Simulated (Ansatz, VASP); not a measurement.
# ZnS: VASP beside Ansatz

INCAR

```
ALGO = Normal
EDIFF = 1E-6
ENCUT = 520
GGA = RE
ISIF = 2
ISMEAR = -1
IVDW = 13
LASPH = True
LCHARG = False
LREAL = False
LWAVE = False
NBANDS = 46
NELM = 100
PREC = Accurate
SIGMA = 0.05
```

Contents of KPOINTS:

```
k-points
0
Gamma
  8 8 3
```

The input POSCAR:

```
ZnS
1.0
    3.8730044530      0.0000000000      0.0000000000
   -1.9365022265      3.3541202452      0.0000000000
    0.0000000000      0.0000000000     12.6847557358
Zn S
4 4
Direct
    0.6666666667      0.3333333333      0.7500000000
    0.3333333333      0.6666666667      0.2500000000
    0.0000000000      0.0000000000      0.5000000000
    0.0000000000      0.0000000000      0.0000000000
    0.6666666667      0.3333333333      0.9375000000
    0.3333333333      0.6666666667      0.4375000000
    0.0000000000      0.0000000000      0.6875000000
    0.0000000000      0.0000000000      0.1875000000
```

The input input.yaml:

```yaml
crystal:
  lattice:
    - [3.873004453, 0.0, 0.0]
    - [-1.9365022265, 3.3541202452, 0.0]
    - [0.0, 0.0, 12.6847557358]
  atoms:
    - { symbol: Zn, position: [0.6666666667, 0.3333333333, 0.75] }
    - { symbol: Zn, position: [0.3333333333, 0.6666666667, 0.25] }
    - { symbol: Zn, position: [0.0, 0.0, 0.5] }
    - { symbol: Zn, position: [0.0, 0.0, 0.0] }
    - { symbol: S, position: [0.6666666667, 0.3333333333, 0.9375] }
    - { symbol: S, position: [0.3333333333, 0.6666666667, 0.4375] }
    - { symbol: S, position: [0.0, 0.0, 0.6875] }
    - { symbol: S, position: [0.0, 0.0, 0.1875] }
hamiltonian:
  xc: revpbe
  pseudopotentials: { kind: paw }
  dispersion: d4
kpoints:
  mp_grid: { grid: [8, 8, 3] }
scf:
  occupations: { method: fermi_dirac, width: 0.05 }
output:
  forces: true
  stress: true
  eigenvalues: true
```

Alike in both runs: task single point; functional revPBE; dispersion D4; k mesh 8 × 8 × 3; occupations fermi-dirac, width 0.05 eV; no spin polarisation.

|  | VASP | Ansatz |
| --- | --- | --- |
| version | VASP 6.6.1 | Ansatz 0.2.0 |
| potentials or method | VASP PAW PBE potentials, release 64 (Zn, S) | Ansatz PAW |
| plane-wave cutoff (eV) | 520 | 420 |
| valence electrons in the cell | 72 | 72 |

Ansatz gave:

* gap on the k mesh at the Fermi level (eV): 2.08
* least direct gap on the mesh (eV): 2.08
* pressure (GPa): -4.5
* traceless stress, the component that is largest in VASP (GPa): -0.10
* rms of the force components (eV/Å): 0.013

Which values does VASP return?

gap on the k mesh at the Fermi level (eV): 2.08; least direct gap on the mesh (eV): 2.08; pressure (GPa): -4.4; traceless stress, the component that is largest in VASP (GPa): -0.09; rms of the force components (eV/Å): 0.012.

VASP's potentials were made for PBE, not for revPBE. Atom by atom the forces differ by 0.002 eV/Å (rms over components).

Noted on Ansatz's run: odd divisions of the mesh miss points on the zone boundary, where band edges often lie, so the gap on the mesh can be too wide.
